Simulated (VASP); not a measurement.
Write the native input for VASP 6.6.1 that does the following.

```yaml
Task: single point
Functional: LDA
Potentials_or_basis: VASP PAW LDA potentials, release 64 (Tc_pv)
Cutoff: 520 eV
k_mesh: 17 × 17 × 9
Occupations: fermi-dirac, width 0.08 eV
Spin: no spin polarisation
Dipole_correction: no
Further_INCAR_settings: ALGO = Normal; EDIFF = 1e-07; NBANDS = 20
```

The structure of Tc lies in POSCAR:

```
Tc
1.0
    2.7674001721      0.0000000000      0.0000000000
   -1.3837000860      2.3966388515      0.0000000000
    0.0000000000      0.0000000000      4.3980000000
Tc
2
Direct
    0.3333333333      0.6666666667      0.2500000000
    0.6666666667      0.3333333333      0.7500000000
```

This cell differs from its parent crystal: equal xx and yy strain of +1 %.

One way to write it, as run:

INCAR

```
SYSTEM = Tc
PREC = Accurate ; ENCUT = 520
EDIFF = 1E-7 ; ISMEAR = -1
SIGMA = 0.08 ; LREAL = .FALSE.
LASPH = .TRUE. ; NELM = 60
ALGO = Normal ; ISIF = 2
LWAVE = .FALSE. ; LCHARG = .FALSE.
GGA = CA ; NBANDS = 20
```

KPOINTS

```
regular mesh
0
G
  17 17 9
  0 0 0
```

Potentials or basis: VASP PAW LDA potentials, release 64 (Tc_pv).

Run with:

```bash
$ cat potpaw_LDA.64/Tc_pv/POTCAR > POTCAR
$ mpirun -np 1 vasp_std > vasp.out
```

It gave:

* Pressure: -17.1 GPa
* Band gap on the k mesh: zero (bands 13 and 14 overlap by 2.95 eV)

Caveat: the cell differs from its parent crystal (equal xx and yy strain of +1 %); the cell stands under tension.

Run time: 91 s on 1 thread of Intel Xeon 8259CL (shared host), peak memory 0.2 GiB.
